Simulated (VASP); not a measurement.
Runs of VASP 6.6.1 on Ca2Ir. The structure is that of space group Fm-3m (No. 225), or close to it. The cells are those of the table. The cell was generated, and may not be a known phase.

```tsv
task	spin	cell	k mesh	cutoff (eV)	gap on the mesh (eV)	pressure (GPa)	relaxed volume (Å³/atom)
single point	off	a = 4.867 Å, angles 60.0°, 3 atoms	12 × 12 × 12	520	none	0.1	-
relaxation of cell and atoms	off	relaxed from a = 4.237 Å, angles 60.0°, 3 atoms	6 × 6 × 6	600	none	-0.2	(b)
single point	off	a = 4.237 Å, angles 60.0°, 3 atoms	6 × 6 × 6	520	none	45.4	-
single point	collinear	a = 4.854 Å, angles 60.0°, 3 atoms	4 × 4 × 4	520	none	(a)	-
single point	off	a = 4.854 Å, angles 60.0°, 3 atoms	6 × 6 × 6	520	none	0.5	-
relaxation of cell and atoms	off	relaxed from a = 4.854 Å, angles 60.0°, 3 atoms	12 × 12 × 12	600	none	0.0	27.24
```

Alike in all rows: level PBE; potentials or basis VASP PAW PBE potentials, release 64 (Ca_sv, Ir); smearing gaussian 0.1 eV.

Q: Fill in the values left out.

A: (a) 0.6; (b) 27.33.

Caveats: some runs use coarse meshes; spin-orbit coupling is left out, which moves the levels of the heavy elements; the volume moved by over 15 % at a fixed basis, so the end points are rough (at least some runs); the cell stands under pressure (at least some runs).

A k mesh can miss the band edges, and the runs leave out spin-orbit coupling on Ir.

A gap of «none» marks levels without a gap at the run's occupations.
